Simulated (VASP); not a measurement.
# HfN (Fm-3m) in VASP: vibrations by perturbation theory with PBEsol

Aim: the vibrations by perturbation theory of HfN with PBEsol.

All numbers are computed with VASP 6.6.1; they aren't measurements. Logs are shortened: lines on timing, memory, paths and dates and some standing lists are left out, and cuts for length are marked.

**1. The cell of the first run**

Symmetry: Fm-3m, No. 225, cubic system. The conventional cell has a = 4.512 Å, b = 4.512 Å, c = 4.512 Å, α = 90.00°, β = 90.00°, γ = 90.00°. Hf (site symmetry m-3m) has 6 N at 2.26 Å within 3.0 Å. N (site symmetry m-3m) has 6 Hf at 2.26 Å within 3.0 Å.

**2. Vibrations by perturbation theory, PBEsol**

INCAR reads:

```
PREC = Accurate ; ENCUT = 600
EDIFF = 1E-8 ; ISMEAR = -1
SIGMA = 0.05 ; LREAL = F
LASPH = T ; NELM = 120
ALGO = Normal ; ISIF = 2
LWAVE = F ; LCHARG = F
GGA = PS ; IBRION = 8
NSW = 1 ; GGA_COMPAT = F
```

KPOINTS reads:

```
regular mesh
0
Gamma
  7 7 7
```

POSCAR reads:

```
HfN
1.0
    0.0000000000      2.2560000000      2.2560000000
    2.2560000000      0.0000000000      2.2560000000
    2.2560000000      2.2560000000      0.0000000000
Hf N
1 1
Direct
    0.0000000000      0.0000000000      0.0000000000
    0.5000000000      0.5000000000      0.5000000000
```

Potentials or basis: VASP PAW PBE potentials, release 64 (Hf_pv, N).

Launch:

```bash
> cat potpaw_PBE.64/Hf_pv/POTCAR potpaw_PBE.64/N/POTCAR > POTCAR
> mpirun -np 1 vasp_std > vasp.out
```

OUTCAR:

```text
PREC = Accurate
   ENCUT = 600
   EDIFF = 1E-8
   ISMEAR = -1
   LREAL = F
   LASPH = T
   NELM = 120
   ISIF = 2
   GGA = PS
   IBRION = 8
   NSW = 1

 ion  position               nearest neighbor table
   1  0.000  0.000  0.000-   2 2.26   2 2.26   2 2.26   2 2.26   2 2.26   2 2.26
   2  0.500  0.500  0.500-   1 2.26   1 2.26   1 2.26   1 2.26   1 2.26   1 2.26

  LATTYP: Found a face centered cubic cell.
 ALAT       =     4.5120000000

  Lattice vectors:

 A1 = (   0.0000000000,   2.2560000000,   2.2560000000)
 A2 = (   2.2560000000,   0.0000000000,   2.2560000000)
 A3 = (   2.2560000000,   2.2560000000,   0.0000000000)

Analysis of symmetry for initial positions (statically):
=====================================================================
 Subroutine PRICEL returns:
 Original cell was already a primitive cell.

 Routine SETGRP: Setting up the symmetry group for a
 face centered cubic supercell.

 Subroutine GETGRP returns: Found 48 space group operations
 (whereof 48 operations were pure point group operations)
 out of a pool of 48 trial point group operations.

The static configuration has the point symmetry O_h .

Analysis of symmetry for dynamics (positions and initial velocities):
=====================================================================
 Subroutine PRICEL returns:
 Original cell was already a primitive cell.

 Routine SETGRP: Setting up the symmetry group for a
 face centered cubic supercell.

 Subroutine GETGRP returns: Found 48 space group operations
 (whereof 48 operations were pure point group operations)
 out of a pool of 48 trial point group operations.

The dynamic configuration has the point symmetry O_h .

 Subroutine INISYM returns: Found 48 space group operations
 (whereof 48 operations are pure point group operations),
 and found     1 'primitive' translations

----------------------------------------------------------------------------------------

                                     Primitive cell

  volume of cell :      22.9640

  direct lattice vectors                    reciprocal lattice vectors
     0.000000000  2.256000000  2.256000000    -0.221631206  0.221631206  0.221631206
     2.256000000  0.000000000  2.256000000     0.221631206 -0.221631206  0.221631206
     2.256000000  2.256000000  0.000000000     0.221631206  0.221631206 -0.221631206

  length of vectors
     3.190465797  3.190465797  3.190465797     0.383876509  0.383876509  0.383876509

  position of ions in fractional coordinates (direct lattice)
     0.000000000  0.000000000  0.000000000
     0.500000000  0.500000000  0.500000000

  ion indices of the primitive-cell ions
   primitive index   ion index
                 1           1
                 2           2

----------------------------------------------------------------------------------------

 KPOINTS: regular mesh

Automatic generation of k-mesh.
 Grid dimensions read from file:
 generate k-points for:    7    7    7

 Generating k-lattice:

  Cartesian coordinates                     Fractional coordinates (reciprocal lattice)
    -0.031661601  0.031661601  0.031661601     0.142857143  0.000000000  0.000000000
     0.031661601 -0.031661601  0.031661601     0.000000000  0.142857143  0.000000000
     0.031661601  0.031661601 -0.031661601     0.000000000  0.000000000  0.142857143

  Length of vectors
     0.054839501  0.054839501  0.054839501

  Shift w.r.t. Gamma in fractional coordinates (k-lattice)
     0.000000000  0.000000000  0.000000000

 Subroutine IBZKPT returns following result:
 ===========================================

 Found     20 irreducible k-points:

 Following reciprocal coordinates:
            Coordinates               Weight
  0.000000  0.000000  0.000000      1.000000
  0.142857  0.000000  0.000000      8.000000
  0.285714  0.000000  0.000000      8.000000
  0.428571  0.000000  0.000000      8.000000
  0.142857  0.142857  0.000000      6.000000
  0.285714  0.142857  0.000000     24.000000
[... 12 lines left out ...]
 -0.428571  0.428571  0.142857     24.000000
 -0.285714  0.428571  0.142857     24.000000
   k-points           NKPTS =     20   k-points in BZ     NKDIM =     20   number of bands    NBANDS=     11
   number of dos      NEDOS =    301   number of ions     NIONS =      2
   total plane-waves  NPLWV =  21952
   dimension x,y,z NGX =    28 NGY =   28 NGZ =   28
   dimension x,y,z NGXF=    56 NGYF=   56 NGZF=   56
   ions per type =               1   1
   NGX,Y,Z   is equivalent  to a cutoff of  14.59, 14.59, 14.59 a.u.
   NGXF,Y,Z  is equivalent  to a cutoff of  29.18, 29.18, 29.18 a.u.
 SYSTEM =  unknown system
   PREC   = accura    normal or accurate (medium, high low for compatibility)
   ISTART =      0    job   : 0-new  1-cont  2-samecut
   ICHARG =      2    charge: 1-file 2-atom 10-const
   ISPIN  =      1    spin polarized calculation?
   LNONCOLLINEAR =      F non collinear calculations
   LSORBIT =      F    spin-orbit coupling
   LASPH  =      T    aspherical Exc in radial PAW
   ENCUT  =  600.0 eV  44.10 Ry    6.64 a.u.   6.37  6.37  6.37*2*pi/ulx,y,z
   NELM   =    120;   NELMIN=  2; NELMDL= -5     # of ELM steps
   EDIFF  = 0.1E-07   stopping-criterion for ELM
   LREAL  =      F    real-space projection
   EDIFFG = 0.1E-06   stopping-criterion for IOM
   NSW    =      1    number of steps for IOM
   IBRION =      8    ionic relax: 0-MD 1-quasi-New 2-CG
   NFREE  =      0    steps in history (QN), initial steepest desc. (CG)
   ISIF   =      2    stress and relaxation
   ISYM   =      2    0-nonsym 1-usesym 2-fastsym
   POTIM  = 0.5000    time-step for ionic-motion
   TEBEG  =    0.0;   TEEND  =   0.0 temperature during run
   PSTRESS=    0.0 pullay stress
   NELECT =      15.0000    total number of electrons
   NUPDOWN=      -1.0000    fix difference up-down
   EMIN   =  10.00;   EMAX   =-10.00  energy-range for DOS
   EFERMI =   0.00;   METHOD = LEGACY
   ISMEAR =    -1;   SIGMA  =   0.05  broadening in eV -4-tet -1-fermi 0-gaus
   EFERMI_NEDOS =   21; number of points for ismear=-14 and -15
   IALGO  =     38    algorithm
   IMIX   =      4    mixing-type and parameters
     AMIX     =   0.40;   BMIX     =  1.00
     AMIX_MAG =   1.60;   BMIX_MAG =  1.00
  volume/ion in A,a.u.               =      11.48        77.48
  Fermi-wavevector in a.u.,A,eV,Ry     =   1.420440  2.684242 27.451783  2.017649
  Thomas-Fermi vector in A             =   2.541355
   LORBIT       =      0    0 simple, 1 ext, 2 COOP (PROOUT), +10 PAW based schemes
   GGA     = PS    functional components
   LHFCALC =     F    Hartree Fock is set to
   AEXX    =    0.0000 exact exchange contribution
   IVDW    =     0    specifies the selected vdW correction
   LEPSILON=     F    determine dielectric tensor
   LRPA    =     F    only Hartree local field effects (RPA)
 non-spin polarized calculation
  energy-cutoff  :      600.00
  volume of cell :       22.96
 maximum number of plane-waves:       779
 NGX is ok and might be reduce to    28
   NGX = 13   NGY = 13   NGZ = 13

--------------------------------------- Ionic step        1  -------------------------------------------

 number of electron      15.0000002 magnetization

 Free energy of the ion-electron system (eV)
  ---------------------------------------------------
  ext. energy  EPLUGINS =         0.00000000
  ---------------------------------------------------
  free energy    TOTEN  =       -22.97561054 eV

  energy without entropy =      -22.96813293  energy(sigma->0) =      -22.97187173

 E-fermi :   8.4642     XC(G=0): -12.9148

 val. band max:        8.2404298551   @ k =   0.1429   0.0000   0.0000
 cond. band min:       8.4948219005   @ k =   0.1429   0.0000   0.0000
 fundamental gap:      0.2543920455
 Fermi energy:         8.4641938593

 k-point     1 :       0.0000    0.0000    0.0000
  band No.  band energies     occupation
      1     -22.8033      2.00000
      2     -22.8033      2.00000
      3     -22.8033      2.00000
      4      -9.2352      2.00000
      5       5.2368      2.00000
      6       5.2368      2.00000
      7       5.2368      2.00000
      8       7.8634      1.99999
      9       7.8634      1.99999
     10       7.8634      1.99999
     11      10.0806      0.00000
[... 254 lines left out ...]
  band No.  band energies     occupation
      1     -23.4080      2.00000
      2     -23.3840      2.00000
      3     -23.0888      2.00000
      4      -7.4226      2.00000
      5       1.7225      2.00000
      6       2.7280      2.00000
      7       2.8844      2.00000
      8       8.6683      0.03317
      9      10.2846      0.00000
     10      13.4615      0.00000
     11      13.9993      0.00000

------------------------ aborting loop because EDIFF is reached ----------------------------------------

  FORCE on cell =-STRESS in cart. coord.  units (eV):
  Direction    XX          YY          ZZ          XY          YZ          ZX
  --------------------------------------------------------------------------------------
  -------------------------------------------------------------------------------------
  Total       -0.5668359     -0.5668359     -0.5668359     -0.0000000      0.0000000     -0.0000000
  in kB      -39.5476476    -39.5476476    -39.5476476     -0.0000000      0.0000000     -0.0000000
  external PRESSURE =     -39.5476476 kB  Pullay stress =       0.0000000 kB

 VOLUME and BASIS-vectors are now :
 -----------------------------------------------------------------------------
  energy-cutoff  :      600.00
  volume of cell :       22.96
      direct lattice vectors                 reciprocal lattice vectors
     0.000000000  2.256000000  2.256000000    -0.221631206  0.221631206  0.221631206
     2.256000000  0.000000000  2.256000000     0.221631206 -0.221631206  0.221631206
     2.256000000  2.256000000  0.000000000     0.221631206  0.221631206 -0.221631206

 POSITION                                       TOTAL-FORCE (eV/Angst)
 -----------------------------------------------------------------------------------
      0.00000      0.00000      0.00000         0.000000      0.000000      0.000000
      2.25600      2.25600      2.25600        -0.000000     -0.000000     -0.000000
 -----------------------------------------------------------------------------------
    total drift:                                0.000000      0.000000      0.000000

  FREE ENERGIE OF THE ION-ELECTRON SYSTEM (eV)
  ---------------------------------------------------
  free  energy   TOTEN  =       -22.9756105352 eV

  energy  without entropy=      -22.9681329318  energy(sigma->0) =      -22.97187173

[... ionic steps 2 to 3 ...]

--------------------------------------- Ionic step        4  -------------------------------------------

------------------------ aborting loop because EDIFF is reached ----------------------------------------

[... ionic steps 5 to 6 ...]

--------------------------------------- Ionic step        7  -------------------------------------------

 Free energy of the ion-electron system (eV)
  ---------------------------------------------------
  ---------------------------------------------------
  free energy    TOTEN  =        -0.23174136 eV

  energy without entropy =       -0.23174136

------------------------ aborting loop because EDIFF is reached ----------------------------------------

 INTERNAL STRAIN TENSOR  FOR ION    2  DIRECTION 1   (eV/Angst):
 -----------------------------------------------------------------------------
     0.08700  0.00000  0.00000
    -0.00000 -0.04568 -0.00000
    -0.00000 -0.00000 -0.04568

 INTERNAL STRAIN TENSOR FOR ION    2 for displacements in x,y,z  (eV/Angst):
          X           Y           Z          XY          YZ          ZX
  --------------------------------------------------------------------------------
  x     0.00000     0.00000     0.00000     0.00000     0.00000     0.00000
  y     0.00000     0.00000     0.00000     0.00000     0.00000     0.00000
  z     0.00000     0.00000     0.00000     0.00000     0.00000     0.00000

 SECOND DERIVATIVES (NOT SYMMETRIZED)
 ------------------------------------
               1X          1Y          1Z          2X          2Y          2Z
  1X   -11.794762    0.000000    0.000000   11.794762    0.000000    0.000000
  1Y     0.000000  -11.794762    0.000000    0.000000   11.794762    0.000000
  1Z     0.000000    0.000000  -11.794762    0.000000    0.000000   11.794762
  2X    11.790724    0.000000    0.000000  -11.790724    0.000000    0.000000
  2Y     0.000000   11.790724    0.000000    0.000000  -11.790724    0.000000
  2Z     0.000000    0.000000   11.790724    0.000000    0.000000  -11.790724

 Eigenvectors and eigenvalues of the dynamical matrix
 ----------------------------------------------------

   1 f  =   14.898588 THz    93.610591 2PiTHz  496.963413 cm-1    61.615583 meV
             X         Y         Z           dx          dy          dz
      0.000000  0.000000  0.000000     0.269739   -0.000000   -0.000000
      2.256000  2.256000  2.256000    -0.962934   -0.000000   -0.000000
[... 21 lines left out ...]
   6 f/i=    0.000663 THz     0.004163 2PiTHz    0.022099 cm-1     0.002740 meV
             X         Y         Z           dx          dy          dz
      0.000000  0.000000  0.000000    -0.047376    0.544680    0.792666
      2.256000  2.256000  2.256000    -0.013271    0.152577    0.222043

--------------------------------------------------------------------------------------------------------

 ELASTIC MODULI CONTR FROM IONIC RELAXATION (kBar)
 Direction    XX          YY          ZZ          XY          YZ          ZX
 --------------------------------------------------------------------------------
 XX           0.0000      0.0000      0.0000      0.0000      0.0000      0.0000
 YY           0.0000      0.0000      0.0000      0.0000      0.0000      0.0000
 ZZ           0.0000      0.0000      0.0000      0.0000      0.0000      0.0000
 XY           0.0000      0.0000      0.0000      0.0000      0.0000      0.0000
 YZ           0.0000      0.0000      0.0000      0.0000      0.0000      0.0000
 ZX           0.0000      0.0000      0.0000      0.0000      0.0000      0.0000
 --------------------------------------------------------------------------------
```

Wall time 52 s (1 thread of AMD EPYC 9R45 (Zen 5), shared host); peak memory 0.17 GiB.

What came out:

```
Highest phonon frequency at Γ : 497 cm⁻¹
```

Phonon frequencies in cm⁻¹ (negative: imaginary):
| q point | frequencies |
| --- | --- |
| (0.000, 0.000, 0.000) | 0 0 0 497 497 497 |

Caveat: the cell stands under pressure or tension, which shifts response properties; the PAW data sets were made with another functional, which shifts forces and pressure a little; spin-orbit coupling is left out, which moves the levels of the heavy elements.
